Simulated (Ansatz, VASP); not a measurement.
# One calculation of CuI, two programs

INCAR

```
SYSTEM = CuI
  ALGO = Normal
  EDIFF = 1E-6
  ENCUT = 520
  GGA = PS
  ISIF = 2
  ISMEAR = 0
  LASPH = .TRUE.
  LCHARG = .TRUE.
  LELF = .TRUE.
  LREAL = .FALSE.
  LVHAR = .TRUE.
  LWAVE = .FALSE.
  NBANDS = 26
  NELM = 80
  PREC = Accurate
  SIGMA = 0.02
```

Contents of KPOINTS:

```
k-points
0
G
  8 8 4
  0 0 0
```

The input POSCAR:

```
CuI
1.0
    3.7618628622      0.0000000000      0.0000000000
    0.0000000000      3.7618628622      0.0000000000
    0.0000000000      0.0000000000      6.0916898528
Cu I
2 2
Direct
    0.5000000000      0.5000000000      0.0000000000
    0.0000000000      0.0000000000      0.0000000000
    0.5000000000      0.0000000000      0.2918171717
    0.0000000000      0.5000000000      0.7081828283
```

Input for Ansatz:

```yaml
crystal:
  lattice:
    - [3.7618628622, 0.0, 0.0]
    - [0.0, 3.7618628622, 0.0]
    - [0.0, 0.0, 6.0916898528]
  atoms:
    - { symbol: Cu, position: [0.5, 0.5, 0.0] }
    - { symbol: Cu, position: [0.0, 0.0, 0.0] }
    - { symbol: I, position: [0.5, 0.0, 0.2918171717] }
    - { symbol: I, position: [0.0, 0.5, 0.7081828283] }
basis:
  ecutwfc: 420
kpoints:
  mp_grid: { grid: [8, 8, 4] }
  band_path: { path: [VBM, CBM], npoints: 2 }
hamiltonian:
  xc: pbesol
scf:
  occupations: { method: gaussian, width: 0.02 }
output:
  forces: true
  stress: true
  eigenvalues: true
checkpoint:
  read: start.run
  write: ck
  compress: false
  write_wavefunctions: false
  write_every: 100000
```

Alike in both runs: task single point; functional PBEsol; k mesh 8 × 8 × 4; occupations gaussian, width 0.02 eV; no spin polarisation.

|  | VASP | Ansatz |
| --- | --- | --- |
| version | VASP 6.6.1 | Ansatz 0.2.0 |
| potentials or method | VASP PAW PBE potentials, release 64 (Cu, I), cutoff 520 eV | scalar-relativistic, plane waves, PAW |
| valence electrons in the cell | 36 | 72 |

|  | VASP | Ansatz | Ansatz less VASP |
| --- | --- | --- | --- |
| gap on the k mesh at the Fermi level (eV) | 1.47 | 1.46 | -0.012 |
| least direct gap on the mesh (eV) | 1.47 | 1.46 | -0.012 |
| pressure (GPa) | 6.7 | 6.5 | -0.17 |
| traceless stress, the component that is largest in VASP (GPa) | -1.63 | -1.62 | +0.007 |
| rms of the force components (eV/Å) | 0.009 | 0.000 | -0.0086 |

VASP's potentials were made for PBE, not for PBEsol. Atom by atom the forces differ by 0.010 eV/Å (rms over components). VASP's potentials hold 36 valence electrons a cell and Ansatz's 72, so a difference there can come from the potentials and not from the codes.

Spin-orbit coupling is off throughout.
